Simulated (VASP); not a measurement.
# Tl (P6_3/mmc) in VASP: electric field gradients with PBE

Aim: the electric field gradients of Tl with PBE.

All numbers are computed with VASP 6.6.1; they aren't measurements. Logs are shortened: lines on timing, memory, paths and dates and some standing lists are left out, and cuts for length are marked.

### Step 1. The cell of the first run

The structure is hexagonal, space group P6_3/mmc (No. 194). Conventional cell: a = 3.456 Å, b = 3.456 Å, c = 5.525 Å, α = 90.00°, β = 90.00°, γ = 120.00°. Within 4.5 Å of Tl (site symmetry -6m2) lie 12 Tl at 3.41 to 3.46 Å.

### Step 2. Electric field gradients, PBE

File INCAR:

```
SYSTEM = Tl
PREC = Accurate
ENCUT = 520
EDIFF = 1E-8
ISMEAR = -1
SIGMA = 0.03
LREAL = .FALSE.
LASPH = .TRUE.
NELM = 80
ALGO = Normal
ISIF = 2
LWAVE = .FALSE.
LCHARG = .FALSE.
GGA = PE
LEFG = .TRUE.
NBANDS = 20
```

File KPOINTS:

```
Automatic mesh
0
G
  12 12 7
  0 0 0
```

File POSCAR:

```
Tl
1.0
    3.4559983565      0.0000000000      0.0000000000
   -1.7279991783      2.9929823722      0.0000000000
    0.0000000000      0.0000000000      5.5250000000
Tl
2
Direct
    0.3333333333      0.6666666667      0.2500000000
    0.6666666667      0.3333333333      0.7500000000
```

Potentials or basis: VASP PAW PBE potentials, release 64 (Tl_d).

Launch:

```console
$ cat potpaw_PBE.64/Tl_d/POTCAR > POTCAR
$ mpirun -np 1 vasp_std > vasp.out
```

OUTCAR:

```text
SYSTEM = Tl
   PREC = Accurate
   ENCUT = 520
   EDIFF = 1E-8
   ISMEAR = -1
   LREAL = .FALSE.
   LASPH = .TRUE.
   NELM = 80
   ISIF = 2
   GGA = PE

 ion  position               nearest neighbor table
   1  0.333  0.667  0.250-   2 3.41   2 3.41   2 3.41   2 3.41   2 3.41   2 3.41
   2  0.667  0.333  0.750-   1 3.41   1 3.41   1 3.41   1 3.41   1 3.41   1 3.41

  LATTYP: Found a hexagonal cell.
 ALAT       =     3.4559983565
 C/A-ratio  =     1.5986697417

  Lattice vectors:

 A1 = (   3.4559983565,   0.0000000000,   0.0000000000)
 A2 = (  -1.7279991783,   2.9929823722,   0.0000000000)
 A3 = (   0.0000000000,   0.0000000000,   5.5250000000)

Analysis of symmetry for initial positions (statically):
=====================================================================
 Subroutine PRICEL returns:
 Original cell was already a primitive cell.

 Routine SETGRP: Setting up the symmetry group for a
 hexagonal supercell.

 Subroutine GETGRP returns: Found 24 space group operations
 (whereof 12 operations were pure point group operations)
 out of a pool of 24 trial point group operations.

The static configuration has the point symmetry D_3d.
 The point group associated with its full space group is D_6h.

Analysis of symmetry for dynamics (positions and initial velocities):
=====================================================================
 Subroutine PRICEL returns:
 Original cell was already a primitive cell.

 Routine SETGRP: Setting up the symmetry group for a
 hexagonal supercell.

 Subroutine GETGRP returns: Found 24 space group operations
 (whereof 12 operations were pure point group operations)
 out of a pool of 24 trial point group operations.

The dynamic configuration has the point symmetry D_3d.
 The point group associated with its full space group is D_6h.

 Subroutine INISYM returns: Found 24 space group operations
 (whereof 12 operations are pure point group operations),
 and found     1 'primitive' translations

----------------------------------------------------------------------------------------

                                     Primitive cell

  volume of cell :      57.1492

  direct lattice vectors                    reciprocal lattice vectors
     3.455998356  0.000000000  0.000000000     0.289351989  0.167057449  0.000000000
    -1.727999178  2.992982372  0.000000000     0.000000000  0.334114898  0.000000000
     0.000000000  0.000000000  5.525000000     0.000000000  0.000000000  0.180995475

  length of vectors
     3.455998356  3.455998357  5.525000000     0.334114898  0.334114898  0.180995475

  position of ions in fractional coordinates (direct lattice)
     0.333333333  0.666666667  0.250000000
     0.666666667  0.333333333  0.750000000

  ion indices of the primitive-cell ions
   primitive index   ion index
                 1           1
                 2           2

----------------------------------------------------------------------------------------

 KPOINTS: Automatic mesh

Automatic generation of k-mesh.
 Grid dimensions read from file:
 generate k-points for:   12   12    7

 Generating k-lattice:

  Cartesian coordinates                     Fractional coordinates (reciprocal lattice)
     0.024112666  0.013921454  0.000000000     0.083333333  0.000000000  0.000000000
     0.000000000  0.027842908  0.000000000     0.000000000  0.083333333  0.000000000
     0.000000000  0.000000000  0.025856496     0.000000000  0.000000000  0.142857143

  Length of vectors
     0.027842908  0.027842908  0.025856496

  Shift w.r.t. Gamma in fractional coordinates (k-lattice)
     0.000000000  0.000000000  0.000000000

 Subroutine IBZKPT returns following result:
 ===========================================

 Found     76 irreducible k-points:

 Following reciprocal coordinates:
            Coordinates               Weight
  0.000000  0.000000  0.000000      1.000000
  0.083333  0.000000  0.000000      6.000000
  0.166667  0.000000  0.000000      6.000000
  0.250000  0.000000  0.000000      6.000000
  0.333333  0.000000  0.000000      6.000000
  0.416667 -0.000000  0.000000      6.000000
[... 16 lines left out ...]
  0.250000  0.000000  0.142857     12.000000
  0.333333  0.000000  0.142857     12.000000
 [... further k-points ...]
   k-points           NKPTS =     76   k-points in BZ     NKDIM =     76   number of bands    NBANDS=     20
   number of dos      NEDOS =    301   number of ions     NIONS =      2
   total plane-waves  NPLWV =  32928
   dimension x,y,z NGX =    28 NGY =   28 NGZ =   42
   dimension x,y,z NGXF=    56 NGYF=   56 NGZF=   84
   ions per type =               2
   NGX,Y,Z   is equivalent  to a cutoff of  13.47, 13.47, 12.64 a.u.
   NGXF,Y,Z  is equivalent  to a cutoff of  26.94, 26.94, 25.28 a.u.
 SYSTEM =  Tl
   PREC   = accura    normal or accurate (medium, high low for compatibility)
   ISTART =      0    job   : 0-new  1-cont  2-samecut
   ICHARG =      2    charge: 1-file 2-atom 10-const
   ISPIN  =      1    spin polarized calculation?
   LNONCOLLINEAR =      F non collinear calculations
   LSORBIT =      F    spin-orbit coupling
   LASPH  =      T    aspherical Exc in radial PAW
   ENCUT  =  520.0 eV  38.22 Ry    6.18 a.u.   6.43  6.43 10.27*2*pi/ulx,y,z
   NELM   =     80;   NELMIN=  2; NELMDL= -5     # of ELM steps
   EDIFF  = 0.1E-07   stopping-criterion for ELM
   LREAL  =      F    real-space projection
   EDIFFG = 0.1E-06   stopping-criterion for IOM
   NSW    =      0    number of steps for IOM
   IBRION =     -1    ionic relax: 0-MD 1-quasi-New 2-CG
   NFREE  =      0    steps in history (QN), initial steepest desc. (CG)
   ISIF   =      2    stress and relaxation
   ISYM   =      2    0-nonsym 1-usesym 2-fastsym
   POTIM  = 0.5000    time-step for ionic-motion
   TEBEG  =    0.0;   TEEND  =   0.0 temperature during run
   PSTRESS=    0.0 pullay stress
   NELECT =      26.0000    total number of electrons
   NUPDOWN=      -1.0000    fix difference up-down
   EMIN   =  10.00;   EMAX   =-10.00  energy-range for DOS
   EFERMI =   0.00;   METHOD = LEGACY
   ISMEAR =    -1;   SIGMA  =   0.03  broadening in eV -4-tet -1-fermi 0-gaus
   EFERMI_NEDOS =   21; number of points for ismear=-14 and -15
   IALGO  =     38    algorithm
   IMIX   =      4    mixing-type and parameters
     AMIX     =   0.40;   BMIX     =  1.00
     AMIX_MAG =   1.60;   BMIX_MAG =  1.00
  volume/ion in A,a.u.               =      28.57       192.83
  Fermi-wavevector in a.u.,A,eV,Ry     =   1.259107  2.379367 21.570001  1.585350
  Thomas-Fermi vector in A             =   2.392683
   LORBIT       =      0    0 simple, 1 ext, 2 COOP (PROOUT), +10 PAW based schemes
   GGA     = PE    functional components
   LHFCALC =     F    Hartree Fock is set to
   AEXX    =    0.0000 exact exchange contribution
   IVDW    =     0    specifies the selected vdW correction
   LEPSILON=     F    determine dielectric tensor
   LRPA    =     F    only Hartree local field effects (RPA)
 non-spin polarized calculation
  energy-cutoff  :      520.00
  volume of cell :       57.15
 maximum number of plane-waves:      1558
 NGX is ok and might be reduce to    28
   NGX = 13   NGY = 13   NGZ = 21

 number of electron      26.0000004 magnetization

 Free energy of the ion-electron system (eV)
  ---------------------------------------------------
  ext. energy  EPLUGINS =         0.00000000
  ---------------------------------------------------
  free energy    TOTEN  =        -4.39633724 eV

  energy without entropy =       -4.39391918  energy(sigma->0) =       -4.39512821

 E-fermi :   6.6538     XC(G=0): -10.1953

 val. band max:        6.6244214018   @ k =   0.0000   0.0000   0.2857
 cond. band min:       6.6811098186   @ k =   0.3333   0.0000   0.4286
 fundamental gap:      0.0566884168
 Fermi energy:         6.6538440650

 k-point     1 :       0.0000    0.0000    0.0000
  band No.  band energies     occupation
      1      -5.2311      2.00000
      2      -5.0028      2.00000
      3      -4.9803      2.00000
      4      -4.9803      2.00000
      5      -4.9268      2.00000
      6      -4.9268      2.00000
[... 12 lines left out ...]
     19      17.4106      0.00000
     20      17.5049      0.00000

 k-point     2 :       0.0833    0.0000    0.0000
  band No.  band energies     occupation
      1      -5.2079      2.00000
      2      -5.0310      2.00000
      3      -4.9506      2.00000
      4      -4.9464      2.00000
      5      -4.9280      2.00000
      6      -4.8991      2.00000
[... 498 lines left out ...]
 k-point    24 :       0.3333    0.0000    0.1429
  band No.  band energies     occupation
      1      -5.2755      2.00000
      2      -5.1514      2.00000
      3      -5.0494      2.00000
      4      -4.9779      2.00000
      5      -4.8572      2.00000
      6      -4.8114      2.00000
[... 12 lines left out ...]
     19      15.1902      0.00000
     20      16.5582      0.00000

 [... further k-points ...]
[... 5 lines left out ...]
  --------------------------------------------------------------------------------------
  -------------------------------------------------------------------------------------
  Total        1.2603196      1.2603196      0.8094234     -0.0000000     -0.0000000     -0.0000000
  in kB       35.3330657     35.3330657     22.6921878     -0.0000000     -0.0000000     -0.0000000
  external PRESSURE =      31.1194397 kB  Pullay stress =       0.0000000 kB

 VOLUME and BASIS-vectors are now :
 -----------------------------------------------------------------------------
  energy-cutoff  :      520.00
  volume of cell :       57.15
      direct lattice vectors                 reciprocal lattice vectors
     3.455998356  0.000000000  0.000000000     0.289351989  0.167057449  0.000000000
    -1.727999178  2.992982372  0.000000000     0.000000000  0.334114898  0.000000000
     0.000000000  0.000000000  5.525000000     0.000000000  0.000000000  0.180995475

 POSITION                                       TOTAL-FORCE (eV/Angst)
 -----------------------------------------------------------------------------------
     -0.00000      1.99532      1.38125         0.000000     -0.000000      0.000000
      1.72800      0.99766      4.14375        -0.000000      0.000000      0.000000
 -----------------------------------------------------------------------------------
    total drift:                                0.000000     -0.000000      0.000000

  FREE ENERGIE OF THE ION-ELECTRON SYSTEM (eV)
  ---------------------------------------------------
  free  energy   TOTEN  =        -4.3963372387 eV

  energy  without entropy=       -4.3939191822  energy(sigma->0) =       -4.39512821

 Electric field gradients (V/A^2)
---------------------------------------------------------------------
 ion       V_xx      V_yy      V_zz      V_xy      V_xz      V_yz
---------------------------------------------------------------------
   1       1.139     1.139    -2.278    -0.000     0.000    -0.000
   2       1.139     1.139    -2.278    -0.000    -0.000     0.000
---------------------------------------------------------------------

 Electric field gradients after diagonalization (V/A^2)
 (convention: |V_zz| > |V_xx| > |V_yy|)
----------------------------------------------------------------------
 ion       V_xx      V_yy      V_zz     asymmetry (V_yy - V_xx)/ V_zz
----------------------------------------------------------------------
   1       1.139     1.139    -2.278       0.000
   2       1.139     1.139    -2.278       0.000
----------------------------------------------------------------------

           NMR quadrupolar parameters

 Cq : quadrupolar parameter    Cq=e*Q*V_zz/h
 eta: asymmetry parameters     (V_yy - V_xx)/ V_zz
 Q  : nuclear electric quadrupole moment in mb (millibarn)
----------------------------------------------------------------------
 ion       Cq(MHz)       eta       Q (mb)
----------------------------------------------------------------------
   1      -0.006       0.000       1.000
   2      -0.006       0.000       1.000
----------------------------------------------------------------------
```

Run time: 1.8 min. Hardware: 1 thread of Intel Xeon 8259CL, shared host; peak memory 0.22 GiB.

What came out:

```yaml
Free_energy: -4.3963 eV
Pressure: 3.1 GPa
Band_gap_on_the_k_mesh: zero (bands 13 and 14 overlap by 4.39 eV)
Largest_electric_field_gradient_by_atom: Tl -2.3 V/Å²
```

Electric field gradients, principal values (V/Å²):
| atom | least | middle | greatest (by size) |
| --- | --- | --- | --- |
| 1 Tl | 1.139 | 1.139 | -2.278 |
| 2 Tl | 1.139 | 1.139 | -2.278 |

Caveat: the cell stands under pressure; without QUAD_EFG the Cq values of the log hold for a quadrupole moment of 1 mb, not for the nuclei; spin-orbit coupling is left out, which moves the levels of the heavy elements.
